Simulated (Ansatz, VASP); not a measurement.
# One calculation of Ti, two programs

```
Ti
1.0
     2.86574    0.00000    0.00000
    -1.43287    2.48181    0.00000
     0.00000    0.00000    4.52773
Ti
2
Direct
  0.33333 0.66667 0.25000
  0.66667 0.33333 0.75000
```

Alike in both runs: functional LDA; k mesh 15 × 15 × 8; occupations gaussian, width 0.1 eV; no spin polarisation.

Ansatz relaxed the structure, and its values are those at the end. VASP's run is a single point on that final structure, the one shown.

```csv
,VASP,Ansatz
version,VASP 6.6.1,Ansatz 0.2.0
potentials or method,"VASP PAW LDA potentials, release 64 (Ti_sv), cutoff 520 eV","scalar-relativistic, plane waves, PAW"
valence electrons in the cell,24,24
```

```tsv
	VASP	Ansatz	Ansatz less VASP
gap on the k mesh at the Fermi level (eV)	none	none	-
pressure (GPa)	-0.1	0.0	+0.10
```

Ansatz warns that its potentials were made for another functional, while VASP's fit it. LDA's correlation is that of Perdew and Zunger in VASP and of Perdew and Wang (1992) in Ansatz. A gap of «none» marks a metal or a gap that the smearing closes.
